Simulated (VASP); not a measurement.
# Ta2C (P-3m1) in VASP: notebook, part 3 of 4

VASP 6.6.1. The steps go on from the part before.

## Step 4: Single point, LDA

This run uses another cell than the first one, of 13.32 Å³/atom, 0.982 times its volume.

Contents of INCAR:

```
ALGO = Normal
EDIFF = 1E-6
ENCUT = 520
ISIF = 2
ISMEAR = -1
LASPH = True
LCHARG = False
LREAL = False
LWAVE = False
NBANDS = 20
NELM = 60
PREC = Accurate
SIGMA = 0.01
```

Contents of KPOINTS:

```
k-points
0
Gamma
  4 4 2
```

Contents of POSCAR:

```
Ta2C
1.0
    3.0668572866      0.0000000000      0.0000000000
   -1.5334286433      2.6559763200      0.0000000000
    0.0000000000      0.0000000000      4.9043199942
Ta C
2 1
Direct
    0.3333333333      0.6666666667      0.2538149945
    0.6666666667      0.3333333333      0.7461850055
    0.0000000000      0.0000000000      0.0000000000
```

Potentials or basis: VASP PAW LDA potentials, release 64 (Ta_pv, C).

On the command line:

```sh
$ cat potpaw_LDA.64/Ta_pv/POTCAR potpaw_LDA.64/C/POTCAR > POTCAR
$ mpirun -np 1 vasp_std > vasp.out
```

OUTCAR:

```text
EDIFF = 1E-6
   ENCUT = 520
   ISIF = 2
   ISMEAR = -1
   LASPH = True
   LREAL = False
   NELM = 60
   PREC = Accurate

 ion  position               nearest neighbor table
   1  0.333  0.667  0.254-   3 2.16   3 2.16   3 2.16   2 2.99   2 2.99   2 2.99   2 3.06   2 3.06
                             2 3.06
   2  0.667  0.333  0.746-   3 2.16   3 2.16   3 2.16   1 2.99   1 2.99   1 2.99   1 3.06   1 3.06
                             1 3.06
   3  0.000  0.000  0.000-   1 2.16   2 2.16   2 2.16   1 2.16   2 2.16   1 2.16

  LATTYP: Found a hexagonal cell.
 ALAT       =     3.0668572866
 C/A-ratio  =     1.5991353806

  Lattice vectors:

 A1 = (   3.0668572866,   0.0000000000,   0.0000000000)
 A2 = (  -1.5334286433,   2.6559763200,   0.0000000000)
 A3 = (   0.0000000000,   0.0000000000,   4.9043199942)

Analysis of symmetry for initial positions (statically):
=====================================================================
 Subroutine PRICEL returns:
 Original cell was already a primitive cell.

 Routine SETGRP: Setting up the symmetry group for a
 hexagonal supercell.

 Subroutine GETGRP returns: Found 12 space group operations
 (whereof 12 operations were pure point group operations)
[... 148 lines left out ...]

 E-fermi :   6.8838     XC(G=0): -13.1185

 val. band max:        6.6630591695   @ k =   0.0000   0.0000   0.0000
 cond. band min:       7.2290144066   @ k =   0.0000   0.0000   0.0000
 fundamental gap:      0.5659552370
 Fermi energy:         6.8837936588

 k-point     1 :       0.0000    0.0000    0.0000
  band No.  band energies     occupation
      1     -27.8865      2.00000
      2     -27.1190      2.00000
      3     -27.1190      2.00000
      4     -26.9956      2.00000
      5     -26.9956      2.00000
      6     -26.8982      2.00000
[... 173 lines left out ...]
     19      13.2401      0.00000
     20      14.2505      0.00000

------------------------ aborting loop because EDIFF is reached ----------------------------------------

  FORCE on cell =-STRESS in cart. coord.  units (eV):
  Direction    XX          YY          ZZ          XY          YZ          ZX
  --------------------------------------------------------------------------------------
  -------------------------------------------------------------------------------------
  Total        0.3570884      0.3570884      0.3724933      0.0000000     -0.0000000      0.0000000
  in kB       14.3215422     14.3215422     14.9393786      0.0000000     -0.0000000      0.0000000
  external PRESSURE =      14.5274877 kB  Pullay stress =       0.0000000 kB

 VOLUME and BASIS-vectors are now :
 -----------------------------------------------------------------------------
  energy-cutoff  :      520.00
  volume of cell :       39.95
      direct lattice vectors                 reciprocal lattice vectors
     3.066857287  0.000000000  0.000000000     0.326066689  0.188254690  0.000000000
    -1.533428643  2.655976320  0.000000000     0.000000000  0.376509381  0.000000000
     0.000000000  0.000000000  4.904319994     0.000000000  0.000000000  0.203901866

 POSITION                                       TOTAL-FORCE (eV/Angst)
 -----------------------------------------------------------------------------------
     -0.00000      1.77065      1.24479         0.000000     -0.000000      0.055339
      1.53343      0.88533      3.65953        -0.000000      0.000000     -0.055339
      0.00000      0.00000      0.00000         0.000000      0.000000      0.000000
 -----------------------------------------------------------------------------------
    total drift:                               -0.000000      0.000000     -0.000000

  FREE ENERGIE OF THE ION-ELECTRON SYSTEM (eV)
  ---------------------------------------------------
  free  energy   TOTEN  =       -37.8236518469 eV

  energy  without entropy=      -37.8236518469  energy(sigma->0) =      -37.82365185
```

stdout:

```text
POSCAR found type information on POSCAR TaC
 POSCAR found :  2 types and       3 ions
 scaLAPACK will be used
 LDA part: xc-table for (Slater(with rela. corr.)+CA(PZ))
 , standard interpolation
 POSCAR, INCAR and KPOINTS ok, starting setup
 FFT: planning ... GRIDC
 FFT: planning ... GRID_SOFT
 FFT: planning ... GRID
 WAVECAR not read
 entering main loop
```

Wall time 3.4 s (1 thread of Intel Xeon Platinum 8488C (Sapphire Rapids), shared host); peak memory 0.13 GiB.

What came out:

```
Free energy            : -37.8237 eV
Pressure               : 1.5 GPa
Largest force          : 0.055 eV/Å
Band gap on the k mesh : zero (band 13 reaches 7.23 eV, above the bottom of band 14 at 6.43 eV)
```

Forces on the atoms (eV/Å):
```
Ta   0.000  0.000  0.055
Ta   0.000  0.000 -0.055
C    0.000  0.000  0.000
```

Caveat: the k points lie up to 0.64 Å⁻¹ apart; spin-orbit coupling is left out, which moves the levels of the heavy elements.

## Step 5: Relaxation of cell and atoms, PBEsol

This run uses another cell than the first one, of 13.77 Å³/atom, 1.015 times its volume.

Contents of INCAR:

```
PREC     = Accurate       # precision mode
ENCUT    = 600            # plane-wave cutoff, eV
EDIFF    = 1E-7           # SCF threshold, eV
ISMEAR   = -1             # smearing method
SIGMA    = 0.01           # smearing width, eV
LREAL    = False          # projectors in reciprocal space
LASPH    = True           # aspherical terms in the spheres
NELM     = 80             # most SCF steps
ALGO     = Normal         # electronic algorithm
ISIF     = 3              # what is computed and relaxed
LWAVE    = False          # write WAVECAR
LCHARG   = False          # write CHGCAR
GGA      = PS             # functional
IBRION   = 2              # ionic algorithm
NSW      = 80             # ionic steps
EDIFFG   = -0.1           # ionic threshold
```

Contents of KPOINTS:

```
regular mesh
0
Gamma
  4 4 2
```

Contents of POSCAR:

```
Ta2C
1.0
    3.1059000000      0.0000000000      0.0000000000
   -1.5529500000      2.6897900000      0.0000000000
    0.0000000000      0.0000000000      4.9464000000
Ta C
2 1
Direct
    0.3333333333      0.6666666667      0.2520100000
    0.6666666667      0.3333333333      0.7479900000
    0.0000000000      0.0000000000      0.0000000000
```

Potentials or basis: VASP PAW PBE potentials, release 64 (Ta_pv, C).

On the command line:

```sh
$ cat potpaw_PBE.64/Ta_pv/POTCAR potpaw_PBE.64/C/POTCAR > POTCAR
$ mpirun -np 1 vasp_std > vasp.out
```

OUTCAR:

```text
PREC = Accurate
   ENCUT = 600
   EDIFF = 1E-7
   ISMEAR = -1
   LREAL = False
   LASPH = True
   NELM = 80
   ISIF = 3
   GGA = PS
   IBRION = 2
   NSW = 80
   EDIFFG = -0.1

 ion  position               nearest neighbor table
   1  0.333  0.667  0.252-   3 2.18   3 2.18   3 2.18   2 3.04   2 3.04   2 3.04   2 3.07   2 3.07
                             2 3.07
   2  0.667  0.333  0.748-   3 2.18   3 2.18   3 2.18   1 3.04   1 3.04   1 3.04   1 3.07   1 3.07
                             1 3.07
   3  0.000  0.000  0.000-   1 2.18   2 2.18   2 2.18   1 2.18   2 2.18   1 2.18

  LATTYP: Found a hexagonal cell.
 ALAT       =     3.1059000000
 C/A-ratio  =     1.5925818603

  Lattice vectors:

 A1 = (   3.1059000000,   0.0000000000,   0.0000000000)
 A2 = (  -1.5529500000,   2.6897900000,   0.0000000000)
[... 169 lines left out ...]
  -------------------------------------------------------------------------------------
  Total       -1.0062939     -1.0062952     -0.5776744      0.0000000      0.0000000     -0.0000000
  in kB      -39.0157848    -39.0158341    -22.3974541      0.0000000      0.0000000     -0.0000000
  external PRESSURE =     -33.4763576 kB  Pullay stress =       0.0000000 kB
[... 135 lines left out ...]
--------------------------------------- Ionic step        5  -------------------------------------------

 number of electron      26.0000001 magnetization

 Free energy of the ion-electron system (eV)
  ---------------------------------------------------
  ext. energy  EPLUGINS =         0.00000000
  ---------------------------------------------------
  free energy    TOTEN  =       -36.84401467 eV

  energy without entropy =      -36.84401467  energy(sigma->0) =      -36.84401467

 E-fermi :   6.6912     XC(G=0): -12.9566

 val. band max:        6.4549367848   @ k =   0.0000   0.0000   0.0000
 cond. band min:       7.0112603241   @ k =   0.0000   0.0000   0.0000
 fundamental gap:      0.5563235393
 Fermi energy:         6.6911976956

 k-point     1 :       0.0000    0.0000    0.0000
  band No.  band energies     occupation
      1     -28.2622      2.00000
      2     -27.5612      2.00000
      3     -27.5612      2.00000
      4     -27.4469      2.00000
      5     -27.4469      2.00000
      6     -27.3518      2.00000
[... 179 lines left out ...]
  FREE ENERGIE OF THE ION-ELECTRON SYSTEM (eV)
  ---------------------------------------------------
  free  energy   TOTEN  =       -36.8440146658 eV

  energy  without entropy=      -36.8440146658  energy(sigma->0) =      -36.84401467

 reached required accuracy - stopping structural energy minimisation
```

CONTCAR:

```text
Ta2C
   1.00000000000000
     3.0874470477313753   -0.0000000000000000   -0.0000000000000000
    -1.5437235238656877    2.6738092442766117    0.0000000000000000
    -0.0000000000000000    0.0000000000000000    4.9365000670216173
  Ta              C
     2     1
Direct
     0.3333333332999970    0.6666666667000030    0.2538097456954032
     0.6666666667000030    0.3333333332999970    0.7461902543045968
     0.0000000000000000    0.0000000000000000    0.0000000000000000

  0.00000000E+00  0.00000000E+00  0.00000000E+00
  0.00000000E+00  0.00000000E+00  0.00000000E+00
  0.00000000E+00  0.00000000E+00  0.00000000E+00
```

Wall time 26 s (1 thread of Intel Xeon Platinum 8488C (Sapphire Rapids), shared host); peak memory 0.18 GiB.

What came out:

```yaml
Free_energy: -36.8440 eV
Relaxed_volume: 13.58 Å³/atom
Relaxed_cell: a = 3.087 Å, b = 3.087 Å, c = 4.937 Å, α = 90.00°, β = 90.00°, γ = 120.00°
Space_group_after_relaxing_to_0.05_Å: P-3m1 (No. 164)
Energy_gained_by_relaxing: 3.0 meV/atom
Ionic_steps: 5
Pressure_after_relaxing: 0.0 GPa
Band_gap_on_the_k_mesh: zero (band 13 reaches 7.01 eV, above the bottom of band 14 at 6.24 eV)
```

Forces in eV/Å, atoms in the order of the input:
```
Ta   0.000  0.000  0.003
Ta   0.000  0.000 -0.003
C    0.000  0.000  0.000
```

Stress tensor (GPa, compression positive):
```
 0.01  0.00  0.00
 0.00  0.01  0.00
 0.00  0.00 -0.09
```

Step by step:
| step | energy change (eV) | largest force (eV/Å) | pressure (GPa) | volume (Å³) |
| --- | --- | --- | --- | --- |
| 1 | 0.0000 | 0.2477 | -3.35 | 41.32 |
| 2 | 0.0200 | 0.1139 | 8.46 | 39.63 |
| 3 | -0.0078 | 0.2101 | 0.52 | 40.73 |
| 4 | -0.0076 | 0.2211 | -0.58 | 40.78 |
| 5 | -0.0089 | 0.0030 | -0.02 | 40.75 |

Final structure:
```cif
data_structure
_symmetry_space_group_name_H-M 'P 1'
_symmetry_Int_Tables_number 1
_cell_length_a 3.0874
_cell_length_b 3.0874
_cell_length_c 4.9365
_cell_angle_alpha 90.000
_cell_angle_beta 90.000
_cell_angle_gamma 120.000
_cell_volume 40.75
loop_
_atom_site_label
_atom_site_type_symbol
_atom_site_fract_x
_atom_site_fract_y
_atom_site_fract_z
_atom_site_occupancy
Ta1 Ta 0.33333 0.66667 0.25381 1
Ta2 Ta 0.66667 0.33333 0.74619 1
C1 C 0.00000 0.00000 0.00000 1
```

Levels at points of the mesh, in eV from the Fermi level:
| k point | band 10 | band 11 | band 12 | band 13 | band 14 | band 15 | band 16 | band 17 |
| --- | --- | --- | --- | --- | --- | --- | --- | --- |
| (0.00, 0.00, 0.00) | -3.75 | -3.20 | -0.24 | 0.32 | 0.32 | 1.00 | 1.00 | 2.18 |
| (0.50, 0.00, 0.00) | -4.18 | -3.97 | -1.97 | -0.39 | 3.07 | 3.36 | 4.54 | 5.02 |
| (0.00, 0.00, 0.50) | -4.00 | -2.09 | -1.71 | -0.46 | -0.46 | 2.83 | 2.83 | 3.31 |
| (0.50, 0.00, 0.50) | -3.74 | -2.75 | -1.32 | -1.14 | 1.28 | 1.37 | 4.24 | 4.73 |

Caveat: the k points lie up to 0.64 Å⁻¹ apart in the final cell; the PAW data sets were made with another functional, which shifts forces and pressure a little; spin-orbit coupling is left out, which moves the levels of the heavy elements; the relaxation stopped at a loose force limit of 0.1 eV/Å, so its end isn't a converged minimum.

[end of part 3 of 4]
